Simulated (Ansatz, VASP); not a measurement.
**C in VASP and in Ansatz**

```
C
1.0
     0.00000    1.78012    1.78012
     1.75342    0.00000    1.78012
     1.75342    1.78012    0.00000
C
2
Direct
  0.00000 0.00000 0.00000
  0.25000 0.25000 0.25000
```

Change from the starting cell: uniaxial_x strain -1.5%.

Alike in both runs: task single point; functional r2SCAN; k mesh 12 × 12 × 12; no spin polarisation.

|  | VASP | Ansatz |
| --- | --- | --- |
| version | VASP 6.6.1 | Ansatz 0.2.0 |
| potentials or method | VASP PAW PBE potentials, release 64 (C_h) | plane waves, PAW |
| plane-wave cutoff (eV) | 1430 | 500 |
| occupations | gaussian, width 0.01 eV | fixed |
| valence electrons in the cell | 8 | 8 |

Ansatz gave:

```
gap on the k mesh at the Fermi level (eV)                     : 4.02
pressure (GPa)                                                : 7.0
traceless stress, the component that is largest in VASP (GPa) : 10.00
```

Q: What did VASP give for the same quantities?

A: gap on the k mesh at the Fermi level (eV): 4.02; pressure (GPa): 6.4; traceless stress, the component that is largest in VASP (GPa): 10.02.

VASP's potentials were made for PBE, not for r2SCAN.
